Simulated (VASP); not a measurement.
# Ho (Fm-3m) in VASP: notebook

Runs on Ho. Level: PBE. Tasks: single point.

All numbers are computed with VASP 6.6.1; they aren't measurements. Logs are shortened: lines on timing, memory, paths and dates and some standing lists are left out, and cuts for length are marked.

**1. The cell of the first run**

The structure is cubic, space group Fm-3m (No. 225). Conventional cell: a = 4.997 Å, b = 4.997 Å, c = 4.997 Å, α = 90.00°, β = 90.00°, γ = 90.00°. Within 4.6 Å of Ho (site symmetry m-3m) lie 12 Ho at 3.53 Å.

This isn't the form of Ho at room conditions, which is hcp.

**2. Single point, PBE, collinear spin, ferromagnetic start**

INCAR reads:

```
SYSTEM = Ho
PREC     = Accurate       ! precision mode
ENCUT    = 520            ! plane-wave cutoff, eV
EDIFF    = 1E-6           ! SCF threshold, eV
ISMEAR   = 0              ! smearing method
SIGMA    = 0.05           ! smearing width, eV
LREAL    = .FALSE.        ! projectors in reciprocal space
LASPH    = .TRUE.         ! aspherical terms in the spheres
NELM     = 150            ! most SCF steps
ALGO     = Normal         ! electronic algorithm
ISIF     = 2              ! what is computed and relaxed
LWAVE    = .FALSE.        ! write WAVECAR
LCHARG   = .FALSE.        ! write CHGCAR
ISPIN    = 2              ! spin polarisation
MAGMOM   = 4              ! initial moments
LORBIT   = 11             ! projections on sites
LMAXMIX  = 6              ! l up to which the mixer works
GGA      = PE             ! functional
NBANDS   = 20             ! bands
```

KPOINTS reads:

```
Automatic mesh
0
G
  8 8 8
  0 0 0
```

POSCAR reads:

```
Ho
1.0
    0.0000000000      2.4984643903      2.4984643903
    2.4984643903      0.0000000000      2.4984643903
    2.4984643903      2.4984643903      0.0000000000
Ho
1
Direct
    0.0000000000      0.0000000000      0.0000000000
```

Potentials or basis: VASP PAW PBE potentials, release 64 (Ho).

Command:

```
$ cat potpaw_PBE.64/Ho/POTCAR > POTCAR
$ mpirun -np 1 vasp_std > vasp.out
```

OUTCAR:

```text
SYSTEM = Ho
   PREC = Accurate
   ENCUT = 520
   EDIFF = 1E-6
   ISMEAR = 0
   LREAL = .FALSE.
   LASPH = .TRUE.
   NELM = 150
   ISIF = 2
   ISPIN = 2
   LORBIT = 11
   GGA = PE

 ion  position               nearest neighbor table
   1  0.000  0.000  0.000-

  LATTYP: Found a face centered cubic cell.
 ALAT       =     4.9969287806

  Lattice vectors:

 A1 = (   0.0000000000,   2.4984643903,   2.4984643903)
 A2 = (   2.4984643903,   0.0000000000,   2.4984643903)
 A3 = (   2.4984643903,   2.4984643903,   0.0000000000)

Analysis of symmetry for initial positions (statically):
=====================================================================
 Subroutine PRICEL returns:
 Original cell was already a primitive cell.

 Routine SETGRP: Setting up the symmetry group for a
 face centered cubic supercell.

 Subroutine GETGRP returns: Found 48 space group operations
 (whereof 48 operations were pure point group operations)
 out of a pool of 48 trial point group operations.

The static configuration has the point symmetry O_h .

Analysis of symmetry for dynamics (positions and initial velocities):
=====================================================================
 Subroutine PRICEL returns:
 Original cell was already a primitive cell.

 Routine SETGRP: Setting up the symmetry group for a
 face centered cubic supercell.

 Subroutine GETGRP returns: Found 48 space group operations
 (whereof 48 operations were pure point group operations)
 out of a pool of 48 trial point group operations.

The dynamic configuration has the point symmetry O_h .

Analysis of structural, dynamic, and magnetic symmetry:
=====================================================================
 Subroutine PRICEL returns:
 Original cell was already a primitive cell.

 Routine SETGRP: Setting up the symmetry group for a
 face centered cubic supercell.

 Subroutine GETGRP returns: Found 48 space group operations
 (whereof 48 operations were pure point group operations)
 out of a pool of 48 trial point group operations.

The overall configuration has the point symmetry O_h .

 Subroutine INISYM returns: Found 48 space group operations
 (whereof 48 operations are pure point group operations),
 and found     1 'primitive' translations

----------------------------------------------------------------------------------------

                                     Primitive cell

  volume of cell :      31.1925

  direct lattice vectors                    reciprocal lattice vectors
     0.000000000  2.498464390  2.498464390    -0.200122924  0.200122924  0.200122924
     2.498464390  0.000000000  2.498464390     0.200122924 -0.200122924  0.200122924
     2.498464390  2.498464390  0.000000000     0.200122924  0.200122924 -0.200122924

  length of vectors
     3.533362226  3.533362226  3.533362226     0.346623073  0.346623073  0.346623073

  position of ions in fractional coordinates (direct lattice)
     0.000000000  0.000000000  0.000000000

  ion indices of the primitive-cell ions
   primitive index   ion index
                 1           1

----------------------------------------------------------------------------------------

 KPOINTS: Automatic mesh

Automatic generation of k-mesh.
 Grid dimensions read from file:
 generate k-points for:    8    8    8

 Generating k-lattice:

  Cartesian coordinates                     Fractional coordinates (reciprocal lattice)
    -0.025015366  0.025015366  0.025015366     0.125000000  0.000000000  0.000000000
     0.025015366 -0.025015366  0.025015366     0.000000000  0.125000000  0.000000000
     0.025015366  0.025015366 -0.025015366     0.000000000  0.000000000  0.125000000

  Length of vectors
     0.043327884  0.043327884  0.043327884

  Shift w.r.t. Gamma in fractional coordinates (k-lattice)
     0.000000000  0.000000000  0.000000000

 Subroutine IBZKPT returns following result:
 ===========================================

 Found     29 irreducible k-points:

 Following reciprocal coordinates:
            Coordinates               Weight
  0.000000  0.000000  0.000000      1.000000
  0.125000  0.000000  0.000000      8.000000
  0.250000  0.000000  0.000000      8.000000
  0.375000  0.000000  0.000000      8.000000
  0.500000  0.000000  0.000000      4.000000
  0.125000  0.125000  0.000000      6.000000
[... 16 lines left out ...]
  0.500000  0.250000  0.125000     48.000000
 -0.375000  0.250000  0.125000     24.000000
 [... further k-points ...]
   k-points           NKPTS =     29   k-points in BZ     NKDIM =     29   number of bands    NBANDS=     20
   number of dos      NEDOS =    301   number of ions     NIONS =      1
   total plane-waves  NPLWV =  21952
   dimension x,y,z NGX =    28 NGY =   28 NGZ =   28
   dimension x,y,z NGXF=    56 NGYF=   56 NGZF=   56
   ions per type =               1
   NGX,Y,Z   is equivalent  to a cutoff of  13.17, 13.17, 13.17 a.u.
   NGXF,Y,Z  is equivalent  to a cutoff of  26.35, 26.35, 26.35 a.u.
 SYSTEM =  Ho
   PREC   = accura    normal or accurate (medium, high low for compatibility)
   ISTART =      0    job   : 0-new  1-cont  2-samecut
   ICHARG =      2    charge: 1-file 2-atom 10-const
   ISPIN  =      2    spin polarized calculation?
   LNONCOLLINEAR =      F non collinear calculations
   LSORBIT =      F    spin-orbit coupling
   LASPH  =      T    aspherical Exc in radial PAW
   ENCUT  =  520.0 eV  38.22 Ry    6.18 a.u.   6.57  6.57  6.57*2*pi/ulx,y,z
   NELM   =    150;   NELMIN=  2; NELMDL= -5     # of ELM steps
   EDIFF  = 0.1E-05   stopping-criterion for ELM
   LREAL  =      F    real-space projection
   EDIFFG = 0.1E-04   stopping-criterion for IOM
   NSW    =      0    number of steps for IOM
   IBRION =     -1    ionic relax: 0-MD 1-quasi-New 2-CG
   NFREE  =      0    steps in history (QN), initial steepest desc. (CG)
   ISIF   =      2    stress and relaxation
   ISYM   =      2    0-nonsym 1-usesym 2-fastsym
   POTIM  = 0.5000    time-step for ionic-motion
   TEBEG  =    0.0;   TEEND  =   0.0 temperature during run
   PSTRESS=    0.0 pullay stress
   NELECT =      21.0000    total number of electrons
   NUPDOWN=      -1.0000    fix difference up-down
   EMIN   =  10.00;   EMAX   =-10.00  energy-range for DOS
   EFERMI =   0.00;   METHOD = LEGACY
   ISMEAR =     0;   SIGMA  =   0.05  broadening in eV -4-tet -1-fermi 0-gaus
   EFERMI_NEDOS =   21; number of points for ismear=-14 and -15
   IALGO  =     38    algorithm
   IMIX   =      4    mixing-type and parameters
     AMIX     =   0.40;   BMIX     =  1.00
     AMIX_MAG =   1.60;   BMIX_MAG =  1.00
  volume/ion in A,a.u.               =      31.19       210.50
  Fermi-wavevector in a.u.,A,eV,Ry     =   1.434822  2.711421 28.010516  2.058715
  Thomas-Fermi vector in A             =   2.554188
   LORBIT       =     11    0 simple, 1 ext, 2 COOP (PROOUT), +10 PAW based schemes
   GGA     = PE    functional components
   LHFCALC =     F    Hartree Fock is set to
   AEXX    =    0.0000 exact exchange contribution
   IVDW    =     0    specifies the selected vdW correction
   LEPSILON=     F    determine dielectric tensor
   LRPA    =     F    only Hartree local field effects (RPA)
 spin polarized calculation
 Gauss-broadening in eV      SIGMA  =   0.05
  energy-cutoff  :      520.00
  volume of cell :       31.19
 maximum number of plane-waves:       869
 NGX is ok and might be reduce to    28
   NGX = 13   NGY = 13   NGZ = 13

 number of electron      21.0000003 magnetization       3.5534922

 Free energy of the ion-electron system (eV)
  ---------------------------------------------------
  ext. energy  EPLUGINS =         0.00000000
  ---------------------------------------------------
  free energy    TOTEN  =        -6.47392882 eV

  energy without entropy =       -6.46323544  energy(sigma->0) =       -6.46858213

 E-fermi :   2.5841     XC(G=0): -10.1278

 val. band max:        2.5690359896   @ k =  -0.3750   0.5000   0.1250
 cond. band min:       2.5894648040   @ k =  -0.3750   0.2500   0.1250
 fundamental gap:      0.0204288143
 Fermi energy:         2.5840544914

 spin component 1

 k-point     1 :       0.0000    0.0000    0.0000
  band No.  band energies     occupation
      1     -45.4735      1.00000
      2     -20.1573      1.00000
      3     -20.1573      1.00000
      4     -20.1573      1.00000
      5      -2.6039      1.00000
      6      -0.2637      1.00000
[... 12 lines left out ...]
     19      15.8925      0.00000
     20      15.8925      0.00000

 k-point     2 :       0.1250    0.0000    0.0000
  band No.  band energies     occupation
      1     -45.4660      1.00000
      2     -20.2626      1.00000
      3     -20.1706      1.00000
      4     -20.1706      1.00000
      5      -2.1759      1.00000
      6      -0.2846      1.00000
[... 498 lines left out ...]
 k-point    24 :      -0.3750    0.2500    0.1250
  band No.  band energies     occupation
      1     -45.4136      1.00000
      2     -20.7419      1.00000
      3     -20.4266      1.00000
      4     -20.3035      1.00000
      5      -0.4024      1.00000
      6      -0.3778      1.00000
[... 12 lines left out ...]
     19      14.5959      0.00000
     20      15.2710      0.00000

 [... further k-points ...]

 spin component 2

 k-point     1 :       0.0000    0.0000    0.0000
  band No.  band energies     occupation
      1     -43.9092      1.00000
      2     -19.0144      1.00000
      3     -19.0143      1.00000
      4     -19.0143      1.00000
      5      -2.3997      1.00000
      6       1.8516      1.00000
[... 12 lines left out ...]
     19      15.9564      0.00000
     20      15.9564      0.00000

 k-point     2 :       0.1250    0.0000    0.0000
  band No.  band energies     occupation
      1     -43.9008      1.00000
      2     -19.1323      1.00000
      3     -19.0287      1.00000
      4     -19.0287      1.00000
      5      -1.9610      1.00000
      6       1.8555      1.00000
[... 498 lines left out ...]
 k-point    24 :      -0.3750    0.2500    0.1250
  band No.  band energies     occupation
      1     -43.8415      1.00000
      2     -19.6632      1.00000
      3     -19.3114      1.00000
      4     -19.1742      1.00000
      5       1.8170      1.00000
      6       2.0426      1.00000
[... 12 lines left out ...]
     19      14.8471      0.00000
     20      15.8291      0.00000

 [... further k-points ...]

------------------------ aborting loop because EDIFF is reached ----------------------------------------

  FORCE on cell =-STRESS in cart. coord.  units (eV):
  Direction    XX          YY          ZZ          XY          YZ          ZX
  --------------------------------------------------------------------------------------
  -------------------------------------------------------------------------------------
  Total        0.4734273      0.4734273      0.4734273     -0.0000000     -0.0000000      0.0000000
  in kB       24.3172438     24.3172438     24.3172438     -0.0000000     -0.0000000      0.0000000
  external PRESSURE =      24.3172438 kB  Pullay stress =       0.0000000 kB

 VOLUME and BASIS-vectors are now :
 -----------------------------------------------------------------------------
  energy-cutoff  :      520.00
  volume of cell :       31.19
      direct lattice vectors                 reciprocal lattice vectors
     0.000000000  2.498464390  2.498464390    -0.200122924  0.200122924  0.200122924
     2.498464390  0.000000000  2.498464390     0.200122924 -0.200122924  0.200122924
     2.498464390  2.498464390  0.000000000     0.200122924  0.200122924 -0.200122924

 POSITION                                       TOTAL-FORCE (eV/Angst)
 -----------------------------------------------------------------------------------
      0.00000      0.00000      0.00000        -0.000000     -0.000000     -0.000000
 -----------------------------------------------------------------------------------
    total drift:                               -0.000000     -0.000000     -0.000000

  FREE ENERGIE OF THE ION-ELECTRON SYSTEM (eV)
  ---------------------------------------------------
  free  energy   TOTEN  =        -6.4739288189 eV

  energy  without entropy=       -6.4632354438  energy(sigma->0) =       -6.46858213

 total charge

# of ion       s       p       d       f       tot
--------------------------------------------------
    1        2.125   5.705   0.416  10.336  18.583

 magnetization (x)

# of ion       s       p       d       f       tot
--------------------------------------------------
    1        0.005  -0.025   0.048   3.429   3.457
```

Run time: 52 s. Hardware: 1 thread of AMD EPYC 9R45 (Zen 5), shared host; peak memory 0.17 GiB.

Results:

- Free energy: -6.4739 eV
- Pressure: 2.4 GPa
- Net moment: 3.55 μB per cell
- Site moments: Ho +3.46 μB
- Valence electrons inside the program's atomic spheres: Ho 18.58

Caveat: the magnetic or orbital state may not be the lowest; spin-orbit coupling is left out, which moves the levels of the heavy elements; semilocal functionals describe open f shells poorly, which spoils levels, moments and volumes. The state reached can hang on the start; a lower one may exist.

**3. Single point, PBE, non-collinear spin, typed start, spin-orbit coupling (34.30 Å³/atom)**

This run uses another cell than the first one, of 34.30 Å³/atom.

INCAR reads:

```
SYSTEM = Ho
PREC = Accurate
ENCUT = 520
EDIFF = 1E-7
ISMEAR = 0
SIGMA = 0.05
LREAL = .False.
LASPH = .True.
NELM = 150
ALGO = Normal
ISIF = 2
LWAVE = .False.
LCHARG = .False.
MAGMOM = 0 0 3.48
LORBIT = 11
LSORBIT = .True.
GGA_COMPAT = .False.
LORBMOM = .True.
LMAXMIX = 6
GGA = PE
NBANDS = 32
```

KPOINTS reads:

```
regular mesh
0
Gamma
  14 14 14
  0 0 0
```

POSCAR reads:

```
Ho
1.0
    0.0000000000      2.5789428382      2.5789428382
    2.5789428382      0.0000000000      2.5789428382
    2.5789428382      2.5789428382      0.0000000000
Ho
1
Direct
    0.0000000000      0.0000000000      0.0000000000
```

Potentials or basis: VASP PAW PBE potentials, release 64 (Ho).

Command:

```
$ cat potpaw_PBE.64/Ho/POTCAR > POTCAR
$ mpirun -np 1 vasp_ncl > vasp.out
```

It took 20 min on 1 thread of AMD EPYC 9R45 (Zen 5), shared host; peak memory 0.68 GiB.

The run converged. Its results:

```yaml
Free_energy: -7.5382 eV
Pressure: -0.1 GPa
Net_moment: 3.70 μB per cell
Valence_electrons_inside_the_program's_atomic_spheres: Ho 18.57
```

Stress tensor (GPa, compression positive):
```
-0.02  0.00  0.00
 0.00 -0.02  0.00
 0.00  0.00 -0.23
```

Moments on the atoms (μB; x, y, z):
```
Ho  0.00 0.00 3.44
```

Caveat: the magnetic or orbital state may not be the lowest; semilocal functionals describe open f shells poorly, which spoils levels, moments and volumes. The state reached can hang on the start; a lower one may exist.
